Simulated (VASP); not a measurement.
A run of VASP 6.6.1 is set up as follows.

File INCAR:

```
PREC = Accurate ; ENCUT = 600
EDIFF = 1E-7 ; ISMEAR = 0
SIGMA = 0.1 ; LREAL = F
LASPH = T ; NELM = 60
ALGO = Normal ; ISIF = 3
LWAVE = F ; LCHARG = F
GGA = PE ; IBRION = 2
NSW = 90 ; EDIFFG = -0.04
```

Contents of KPOINTS:

```
regular mesh
0
Gamma
  6 6 4
```

File POSCAR:

```
Be3CdF
1.0
    2.8814080900      0.0000000000      0.0000000000
    0.0000000000      2.8814080900      0.0000000000
    0.0000000000      0.0000000000      7.0607612000
Be Cd F
3 1 1
Direct
    0.5000000000      0.5000000000      0.6696568300
    0.5000000000      0.5000000000      0.3303431700
    0.0000000000      0.0000000000      0.0000000000
    0.0000000000      0.0000000000      0.5000000000
    0.5000000000      0.5000000000      0.5000000000
```

Potentials or basis: VASP PAW PBE potentials, release 64 (Be, Cd, F).

Launch:

```sh
$ cat potpaw_PBE.64/Be/POTCAR potpaw_PBE.64/Cd/POTCAR potpaw_PBE.64/F/POTCAR > POTCAR
$ mpirun -np 1 vasp_std > vasp.out
```

Q: Predict the band gap on the k mesh.

A: Zero (an odd number of electrons rules out a gap without spin polarisation).

Q: What does it give for the space group after relaxing (to 0.1 Å)?

A: P4/mmm (No. 123).

Stress tensor (GPa, compression positive):
```
-0.26  0.00  0.00
 0.00 -0.26  0.00
 0.00  0.00  0.25
```

Caveat: the k points lie up to 0.31 Å⁻¹ apart in the final cell, too coarse for converged energies and pressures of a metal; a cell axis changed by over 15 % at a fixed basis, so the end point is rough.
